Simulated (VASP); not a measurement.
Set up this calculation in VASP 6.6.1, as the native input.

```
Task                   : single point
Functional             : PBE
Potentials or basis    : VASP PAW PBE potentials, release 64 (H, C)
Cutoff                 : 520 eV
k mesh                 : 1 × 1 × 1
Occupations            : gaussian, width 0.05 eV
Spin                   : no spin polarisation
Dipole correction      : no
Further INCAR settings : LREAL = Auto; ALGO = Normal; EDIFF = 1e-06; NBANDS = 68
```

The structure of H3C5 lies in POSCAR:

```
H3C5
1.0
    5.0487420000      0.0000000000      0.0000000000
    0.0000000000      5.0487420000      0.0000000000
    0.0000000000      0.0000000000     17.1355610000
H C
12 20
Direct
    0.4277867635      0.0000000000      0.0583581711
    0.0722132365      0.0000000000      0.0583581711
    0.9277867635      0.0000000000      0.0583581711
    0.5722132365      0.0000000000      0.0583581711
    0.4277867635      0.5000000000      0.0583581711
    0.0722132365      0.5000000000      0.0583581711
    0.9277867635      0.5000000000      0.0583581711
    0.5722132365      0.5000000000      0.0583581711
    0.7496516954      0.0102096720      0.3595671014
    0.2663932916      0.6064136373      0.4174819838
    0.7487389928      0.4912905037      0.3591790196
    1.2104134060      0.4658913052      0.4176609100
    0.2500000990      0.0000000000      0.0953981022
    0.7500000990      0.0000000000      0.0953981022
    0.2500000990      0.5000000000      0.0953981022
    0.7500000990      0.5000000000      0.0953981022
    0.2500000990      0.2500000990      0.1474827699
    0.7500000990      0.2500000990      0.1474827699
    0.2500000990      0.7500000990      0.1474827699
    0.7500000990      0.7500000990      0.1474827699
   -0.0051549475      0.2493001227      0.1934415803
    0.5052953785      0.2488493173      0.1934133934
    0.0002030209      0.7504750688      0.2033842370
    0.4997652881      0.7504505083      0.2034117237
   -0.0010485780      0.0153719481      0.2515127459
    0.5009855921      0.0152752904      0.2514404401
   -0.0013510296      0.4851539255      0.2515492781
    0.5014538275      0.4848819765      0.2514547963
    0.2499589007      0.1108081974      0.2890089796
    0.7499577122      0.0844818373      0.2996158690
    0.2498873977      0.3857786752      0.2870382826
    0.7500294133      0.4142624044      0.2996413715
```

These files were run (other wordings do the same):

INCAR

```
PREC = Accurate
ENCUT = 520
EDIFF = 1E-6
ISMEAR = 0
SIGMA = 0.05
LREAL = Auto
LASPH = True
NELM = 100
ALGO = Normal
ISIF = 2
LWAVE = False
LCHARG = False
GGA = PE
NBANDS = 68
```

KPOINTS

```
Automatic mesh
0
Gamma
  1 1 1
```

Potentials or basis: VASP PAW PBE potentials, release 64 (H, C).

Command:

```sh
$ cat potpaw_PBE.64/H/POTCAR potpaw_PBE.64/C/POTCAR > POTCAR
$ mpirun -np 1 vasp_gam > vasp.out
```

Results of the run:

| Item | Value |
| --- | --- |
| Largest force | 9.786 eV/Å |
| Band gap on the k mesh | 1.54 eV |

Caveat: the k points lie up to 1.24 Å⁻¹ apart.

Run time: 110 s on 1 thread of Intel(R) Xeon(R) Platinum 8488C (Sapphire Rapids), with other jobs on the host, peak memory 0.48 GiB.
